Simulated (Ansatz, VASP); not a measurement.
One calculation of W, two programs

```
W
1.0
     2.77680    0.00000    0.00000
    -1.38840    2.40478    0.00000
     0.00000    0.00000    4.94694
W
2
Cartesian
  0.0000 1.6032 1.2367
  1.3884 0.8016 3.7102
```

Alike in both runs: task relaxation of cell and atoms; functional PBE; k mesh 17 × 17 × 9; occupations fermi-dirac, width 0.05 eV; no spin polarisation.

|  | VASP | Ansatz |
| --- | --- | --- |
| version | VASP 6.6.1 | Ansatz 0.2.0 |
| potentials or method | VASP PAW PBE potentials, release 64 (W_sv), cutoff 600 eV | all-electron LAPW, non-relativistic |

Ansatz gave:

- relaxed volume (Å³/atom): 17.45
- relaxed cell length with the largest relative difference (Å): 2.837

Q: Estimate VASP's values.

A: Relaxed volume (Å³/atom): 16.55; relaxed cell length with the largest relative difference (Å): 2.779.

Ansatz ran all-electron here, and VASP with PAW potentials.

Spin-orbit coupling is off throughout.
